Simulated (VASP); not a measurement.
Wanted: the native input for a VASP 6.6.1 run.

* Task: single point
* Functional: PBE
* Potentials or basis: VASP PAW PBE potentials, release 64 (Ga_d, As)
* Cutoff: 500 eV
* k mesh: 12 × 12 × 12
* Occupations: gaussian, width 0.02 eV
* Spin: no spin polarisation
* Dipole correction: no
* Further INCAR settings: ALGO = Normal; EDIFF = 1e-06; NBANDS = 16

The structure of GaAs lies in POSCAR:

```
GaAs
1.0
    0.0000000000      2.8265000000      2.8265000000
    2.8265000000      0.0000000000      2.8265000000
    2.8265000000      2.8265000000      0.0000000000
Ga As
1 1
Direct
    0.0000000000      0.0000000000      0.0000000000
    0.2500000000      0.2500000000      0.2500000000
```

One way to write it, as run:

INCAR

```
  PREC = Accurate
  ENCUT = 500
  EDIFF = 1E-6
  ISMEAR = 0
  SIGMA = 0.02
  LREAL = False
  LASPH = True
  NELM = 120
  ALGO = Normal
  ISIF = 2
  LWAVE = False
  LCHARG = False
  GGA = PE
  NBANDS = 16
  GGA_COMPAT = False
```

KPOINTS

```
Automatic mesh
0
Gamma
  12 12 12
```

Potentials or basis: VASP PAW PBE potentials, release 64 (Ga_d, As).

Command:

```bash
$ cat potpaw_PBE.64/Ga_d/POTCAR potpaw_PBE.64/As/POTCAR > POTCAR
$ mpirun -np 1 vasp_std > vasp.out
```

It gave:

```yaml
Pressure: 3.5 GPa
Band_gap_on_the_k_mesh: 0.52 eV
```

Caveat: the cell stands under pressure.

Wall time 88 s on 1 thread of Intel Xeon 8259CL, with other jobs on the host, peak memory 0.2 GiB.
